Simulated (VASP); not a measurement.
Runs of VASP 6.6.1 on BP2. The structure is that of space group P4/mmm (No. 123), or close to it. The cells are those of the table. 

| task | cell | k mesh | cutoff (eV) | gap on the mesh (eV) | pressure (GPa) | relaxed volume (Å³/atom) |
| --- | --- | --- | --- | --- | --- | --- |
| single point | a = 4.076, b = 4.076, c = 2.344 Å, 3 atoms | 4 × 4 × 8 | 520 | none | -0.2 | - |
| relaxation of cell and atoms | relaxed from a = 3.522, b = 3.522, c = 4.541 Å, 3 atoms | 6 × 6 × 4 | 600 | none | 0.1 | 13.14 |
| single point | a = 3.522, b = 3.522, c = 4.541 Å, 3 atoms | 6 × 6 × 4 | 520 | none | 27.8 | - |
| single point | a = 4.033, b = 4.033, c = 2.432 Å, 3 atoms | 6 × 6 × 4 | 520 | none | -0.2 | - |
| relaxation of cell and atoms | relaxed from a = 4.076, b = 4.076, c = 2.344 Å, 3 atoms | 12 × 12 × 20 | 600 | none | 0.0 | (a) |
| single point | a = 4.182, b = 4.182, c = 2.242 Å, 3 atoms | 12 × 12 × 20 | 520 | none | -0.2 | - |
| relaxation of cell and atoms | relaxed from a = 4.033, b = 4.033, c = 2.432 Å, 3 atoms | 4 × 4 × 8 | 600 | none | 0.2 | 12.93 |

Alike in all rows: level PBE; potentials or basis VASP PAW PBE potentials, release 64 (B, P); no spin polarisation; smearing gaussian 0.1 eV.

**Question.** Fill in the values left out.

**Answer.** (a) 13.05.

Caveats: some runs use coarse meshes; this functional lacks dispersion, which binds the layers, so the pressure and a relaxed spacing across them are unreliable (some runs); the volume moved by over 15 % at a fixed basis, so the end points are rough (some runs).

A gap of «none» marks levels without a gap at the run's occupations.
